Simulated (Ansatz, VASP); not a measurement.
## One calculation of CdS, two programs

Contents of INCAR:

```
PREC = Accurate
ENCUT = 520
EDIFF = 1E-7
ISMEAR = -1
SIGMA = 0.01
LREAL = F
LASPH = T
NELM = 80
ALGO = Normal
ISIF = 2
LWAVE = F
LCHARG = F
GGA = PS
NBANDS = 26
```

The input KPOINTS:

```
regular mesh
0
Gamma
  7 7 4
```

POSCAR

```
CdS
1.0
    4.1621827776      0.0000000000      0.0000000000
   -2.0810913888      3.6045560206      0.0000000000
    0.0000000000      0.0000000000      6.7936966668
Cd S
2 2
Direct
    0.3333333333      0.6666666667      0.0000000000
    0.6666666667      0.3333333333      0.5000000000
    0.3333333333      0.6666666667      0.3850000000
    0.6666666667      0.3333333333      0.8850000000
```

Input for Ansatz:

```yaml
crystal:
  lattice:
    - [4.1621827776, 0.0, 0.0]
    - [-2.0810913888, 3.6045560206, 0.0]
    - [0.0, 0.0, 6.7936966668]
  atoms:
    - { symbol: Cd, position: [0.3333333333, 0.6666666667, 0.0] }
    - { symbol: Cd, position: [0.6666666667, 0.3333333333, 0.5] }
    - { symbol: S, position: [0.3333333333, 0.6666666667, 0.385] }
    - { symbol: S, position: [0.6666666667, 0.3333333333, 0.885] }
kpoints:
  mp_grid: { grid: [7, 7, 4] }
  band_path:
    path:
      - [0.0, 0.0, 0.0]
      - [0.5, 0.0, 0.0]
      - [0.3333333333, 0.3333333333, 0.0]
      - [0.0, 0.0, 0.0]
      - [0.0, 0.0, 0.5]
      - [0.5, 0.0, 0.5]
      - [0.3333333333, 0.3333333333, 0.5]
      - [0.0, 0.0, 0.5]
      - [0.5, 0.0, 0.5]
    npoints: 5
scf:
  occupations: { method: fermi_dirac, width: 0.01 }
hamiltonian:
  xc: pbesol
  pseudopotentials: { kind: all_electron, lapw: { basis_error: 0.001 } }
output:
  forces: true
  stress: true
  eigenvalues: true
```

Change from the starting cell: volume scaled by 1.02.

Alike in both runs: task single point; functional PBEsol; k mesh 7 × 7 × 4; occupations fermi-dirac, width 0.01 eV; no spin polarisation.

```csv
,VASP,Ansatz
version,VASP 6.6.1,Ansatz 0.2.0
potentials or method,"VASP PAW PBE potentials, release 64 (Cd, S), cutoff 520 eV","all-electron LAPW, scalar-relativistic"
```

VASP gave:

| Property | Result |
| --- | --- |
| gap on the k mesh at the Fermi level (eV) | 1.05 |
| pressure (GPa) | -1.3 |
| traceless stress, the component that is largest in VASP (GPa) | -1.24 |
| rms of the force components (eV/Å) | 0.136 |

Problem. Estimate Ansatz's values.

Solution. gap on the k mesh at the Fermi level (eV): 1.05; pressure (GPa): -1.6; traceless stress, the component that is largest in VASP (GPa): -1.19; rms of the force components (eV/Å): 0.131.

VASP's potentials were made for PBE, not for PBEsol. Atom by atom the forces differ by 0.005 eV/Å (rms over components). Ansatz ran all-electron here, and VASP with PAW potentials.
